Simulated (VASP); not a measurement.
Input of a VASP 6.6.1 run:

File INCAR:

```
SYSTEM = H20CO9
PREC = Accurate
ENCUT = 520
EDIFF = 1E-7
ISMEAR = -1
SIGMA = 0.05
LREAL = Auto
LASPH = .True.
NELM = 80
ALGO = Normal
ISIF = 2
LWAVE = .False.
LCHARG = .False.
NBANDS = 60
```

KPOINTS

```
Automatic mesh
0
Gamma
  1 1 1
  0 0 0
```

File POSCAR:

```
H20CO9
1.0
    6.7459970000      0.0000000000      0.0000000000
    0.0000000000      6.7459970000      0.0000000000
    0.0000000000      0.0000000000      6.7459970000
O H C
9 20 1
Direct
    0.1301809058      0.4004745333      0.3275572165
    0.4044027888      0.7080050584      0.3881709405
    0.8366739564      0.5886898556      0.6249632189
    0.7186484073      0.8490368436     -0.1306107904
    0.3612660960      0.2103914366      0.6137862202
    0.6936854552     -0.0129261842      0.3883043529
    0.4799438838      0.5442190383      0.7447972479
   -0.0402312660      0.8778539332      0.1406315479
    0.5790248647      0.1638749617      0.0946783700
    0.2383042862      0.5059148411      0.3047140400
    0.0292914450      0.4769198682      0.3883488238
    0.2757338908      0.7934483220      0.4011119483
    0.4169583829      0.6401425912      0.5276610707
    0.9460276961      0.5318709747      0.6886750765
    0.8180851548      0.7231547835      0.6949009909
    0.6134749245      0.7519125787     -0.1190483779
    0.8207682274      0.8431666957     -0.0203824579
    0.4787579953      0.1380225933      0.5773646208
    0.2653425431      0.2538987195      0.5031280032
    0.6305220711      0.0384227861      0.2590276871
    0.6034245198     -0.1162170692      0.4390455555
    0.4315003401      0.3992738212      0.7093984773
    0.6065078298      0.5258970616      0.6874298936
   -0.1191669667      0.9151797725      0.2721614018
    0.0459235307      0.9935521762      0.1186036697
    0.6734067626      0.3800920753      0.2804477974
    0.6305072475      0.0707827175     -0.0171805591
    0.8671809371      0.2731397598      0.1541951471
    0.6862440051      0.4273349069      0.0168099689
    0.7120519028      0.3183517573      0.1387934208
```

Potentials or basis: VASP PAW LDA potentials, release 64 (O, H, C).

Launch:

```sh
$ cat potpaw_LDA.64/O/POTCAR potpaw_LDA.64/H/POTCAR potpaw_LDA.64/C/POTCAR > POTCAR
$ mpirun -np 1 vasp_gam > vasp.out
```

Q: Estimate the pressure.

A: 0.0 GPa.

Q: Predict the band gap on the k mesh.

A: 4.14 eV.

Q: Estimate the largest force.

A: 3.035 eV/Å.

Forces in eV/Å, atoms in the order of the input:
```
O    2.524 -0.230 -0.591
O   -2.274  0.741  1.112
O   -1.026  1.237 -1.449
O   -0.099  1.235 -1.022
O   -1.611  0.909  0.340
O    0.531 -0.021  0.892
O   -2.511 -0.657  0.195
O    0.475  0.568  1.381
O    0.090 -1.633 -0.998
H   -0.557 -0.823  0.125
H   -1.755  0.939  0.887
H    2.014 -1.222 -0.265
H   -0.031  0.410 -0.369
H    1.735 -1.087  1.120
H   -0.147 -0.342 -0.033
H   -0.760 -0.776  0.259
H    0.316 -0.073  0.711
H    0.694 -0.534 -1.035
H    0.969 -0.271  0.191
H   -0.368  0.220  0.122
H   -0.082 -0.447 -0.427
H   -0.614  0.497  0.442
H    2.927  0.205 -0.776
H   -0.215 -0.322 -0.811
H   -0.033 -0.265 -0.123
H   -0.462  0.481  0.791
H   -0.382  0.712  0.708
H    0.357 -0.167 -0.303
H    0.551  0.211  0.483
C   -0.254  0.505 -1.559
```

Caveat: the k points lie up to 0.93 Å⁻¹ apart.
